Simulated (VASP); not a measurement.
Here is a VASP 6.6.1 calculation.

File POSCAR:

```
Hf
1.0
    0.0000000000      2.2350000000      2.2350000000
    2.2350000000      0.0000000000      2.2350000000
    2.2350000000      2.2350000000      0.0000000000
Hf
1
Direct
    0.0000000000      0.0000000000      0.0000000000
```

The input INCAR.step1:

```
  PREC = Accurate
  ENCUT = 550
  ISMEAR = -1
  SIGMA = 0.1
  LREAL = False
  LASPH = True
  NELM = 120
  GGA = PE
  ALGO = Normal
  EDIFF = 1E-5
  LWAVE = True
  LCHARG = False
  GGA_COMPAT = False
  IBRION = 2
  ISIF = 3
  EDIFFG = -0.005
  NELMIN = 4
  NSW = 100
```

Contents of INCAR.step2:

```
  PREC = Accurate
  ENCUT = 550
  EDIFF = 1E-7
  ISMEAR = -1
  SIGMA = 0.1
  LREAL = False
  LASPH = True
  NELM = 120
  ALGO = Normal
  ISIF = 3
  LWAVE = False
  LCHARG = False
  METAGGA = R2SCAN
  LMIXTAU = True
  IBRION = 2
  NSW = 80
  EDIFFG = -0.02
  PSTRESS = 50.0
  ISTART = 1
  GGA_COMPAT = False
  NELMIN = 4
```

Contents of KPOINTS:

```
regular mesh
0
Gamma
  10 10 10
```

Potentials or basis: VASP PAW PBE potentials, release 64 (Hf_pv).

Run with:

```sh
$ cat potpaw_PBE.64/Hf_pv/POTCAR > POTCAR
$ cp INCAR.step1 INCAR
$ mpirun -np 1 vasp_std > vasp.out
$ cp INCAR.step2 INCAR
$ mpirun -np 1 vasp_std > vasp.out
```

**Question.** Estimate the relaxed cell.

**Answer.** a = 3.115 Å, b = 3.115 Å, c = 3.115 Å, α = 60.00°, β = 60.00°, γ = 60.00°.

**Question.** What does it give for the band gap on the k mesh?

**Answer.** Zero (bands 5 and 6 overlap by 2.01 eV).

**Question.** What does it give for the space group after relaxing (to 0.1 Å)?

**Answer.** Fm-3m (No. 225).

**Question.** Estimate the relaxed volume.

**Answer.** 21.38 Å³/atom.

Step by step:
```
step  energy change (eV)  largest force (eV/Å)  pressure (GPa)  volume (Å³)
   1              0.0000                0.0000            0.11        22.33
   2              0.0772                0.0000           12.33        20.20
   3              0.0145                0.0000            4.91        21.38
```

Caveat: the cell is relaxed towards a set pressure, so the run minimises the enthalpy, not the energy; the PAW data sets were made with another functional, which shifts forces and pressure a little; spin-orbit coupling is left out, which moves the levels of the heavy elements.
